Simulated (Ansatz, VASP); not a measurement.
Cu3Mo: VASP beside Ansatz

File INCAR:

```
SYSTEM = Cu3Mo
PREC = Accurate ; ENCUT = 520
EDIFF = 1E-6 ; ISMEAR = 0
SIGMA = 0.1 ; LREAL = .FALSE.
LASPH = .TRUE. ; NELM = 80
ALGO = Normal ; ISIF = 2
LWAVE = .FALSE. ; LCHARG = .TRUE.
GGA = PE ; LELF = .TRUE.
LVHAR = .TRUE. ; NBANDS = 32
```

Contents of KPOINTS:

```
Automatic mesh
0
G
  6 6 2
  0 0 0
```

File POSCAR:

```
Cu3Mo
1.0
    2.7988949800      0.0000000000      0.0000000000
   -1.3994474900      2.4239141600      0.0000000000
    0.0000000000      0.0000000000      8.7190305400
Cu Mo
3 1
Direct
    0.0000000000      0.0000000000      0.0000000000
    0.6666666700      0.3333333300      0.7616215300
    0.6666666700      0.3333333300      0.2383784700
    0.0000000000      0.0000000000      0.5000000000
```

Input for Ansatz:

```yaml
crystal:
  lattice:
    - [2.79889498, 0.0, 0.0]
    - [-1.39944749, 2.42391416, 0.0]
    - [0.0, 0.0, 8.71903054]
  atoms:
    - { symbol: Cu, position: [0.0, 0.0, 0.0] }
    - { symbol: Cu, position: [0.66666667, 0.33333333, 0.76162153] }
    - { symbol: Cu, position: [0.66666667, 0.33333333, 0.23837847] }
    - { symbol: Mo, position: [0.0, 0.0, 0.5] }
basis:
  ecutwfc: 420
kpoints:
  mp_grid: { grid: [6, 6, 2] }
hamiltonian:
  xc: pbe
scf:
  occupations: { method: gaussian, width: 0.1 }
  lower_state_search: "off"
output:
  forces: true
  stress: true
  eigenvalues: true
```

Change from the starting cell: species swapped into the Co3Ir type (P-6m2, No. 187).

Alike in both runs: task single point; functional PBE; k mesh 6 × 6 × 2; occupations gaussian, width 0.1 eV; no spin polarisation.

```csv
,VASP,Ansatz
version,VASP 6.6.1,Ansatz 0.2.0
potentials or method,"VASP PAW PBE potentials, release 64 (Cu, Mo_sv), cutoff 520 eV","scalar-relativistic, plane waves, PAW"
valence electrons in the cell,47,71
```

|  | VASP | Ansatz | Ansatz less VASP |
| --- | --- | --- | --- |
| gap on the k mesh at the Fermi level (eV) | none | none | - |
| pressure (GPa) | -13.7 | -14.2 | -0.52 |
| traceless stress, the component that is largest in VASP (GPa) | 3.74 | 3.62 | -0.117 |
| rms of the force components (eV/Å) | 0.064 | 0.066 | +0.0022 |

Atom by atom the forces differ by 0.002 eV/Å (rms over components). A gap of «none» marks a metal or a gap that the smearing closes. VASP's potentials hold 47 valence electrons a cell and Ansatz's 71, so a difference there can come from the potentials and not from the codes.

The k mesh is coarse, so the values compare programs but aren't converged.
